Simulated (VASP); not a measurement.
Write the native input for VASP 6.6.1 that does the following.

```
Task                   : single point
Functional             : PBE
Potentials or basis    : VASP PAW PBE potentials, release 64 (Au)
Cutoff                 : 520 eV
k mesh                 : 18 × 18 × 4
Occupations            : gaussian, width 0.15 eV
Spin                   : no spin polarisation
Dipole correction      : no
Further INCAR settings : ALGO = Fast; EDIFF = 1e-06; NBANDS = 42
```

The structure of Au lies in POSCAR:

```
Au
1.0
    2.0455000000     -2.0455000000      0.0000000000
    2.0455000000      0.0000000000     -2.0455000000
   11.6461016151     11.6461016151     11.6461016151
Au
6
Direct
    0.6666666667      0.6666666667      0.0585343482
    0.0000000000      0.0000000000      0.6439949219
    0.3333333333      0.3333333333      0.1756264629
    0.6666666667      0.6666666667      0.4098106924
    0.0000000000      0.0000000000      0.2927185777
    0.3333333333      0.3333333333      0.5269028071
```

This cell differs from its parent crystal: the distance across one plane changed.

These files were run (other wordings do the same):

INCAR

```
SYSTEM = Au
PREC = Accurate
ENCUT = 520
EDIFF = 1E-6
ISMEAR = 0
SIGMA = 0.15
LREAL = .FALSE.
LASPH = .TRUE.
NELM = 60
ALGO = Fast
ISIF = 2
LWAVE = .FALSE.
LCHARG = .FALSE.
GGA = PE
NBANDS = 42
```

KPOINTS

```
Automatic mesh
0
G
  18 18 4
  0 0 0
```

Potentials or basis: VASP PAW PBE potentials, release 64 (Au).

The run is started by

```console
$ cat potpaw_PBE.64/Au/POTCAR > POTCAR
$ mpirun -np 1 vasp_std > vasp.out
```

It gave:

```yaml
Largest_force: 0.415 eV/Å
Band_gap_on_the_k_mesh: zero (bands 33 and 34 overlap by 4.80 eV)
```

Caveat: the cell differs from its parent crystal (the distance across one plane changed); there is no dipole correction, which matters where the two faces differ; spin-orbit coupling is left out, which moves the levels of the heavy elements.

Run time: 12 min on 1 thread of Intel(R) Xeon(R) Platinum 8488C (Sapphire Rapids) (shared host), peak memory 0.7 GiB.
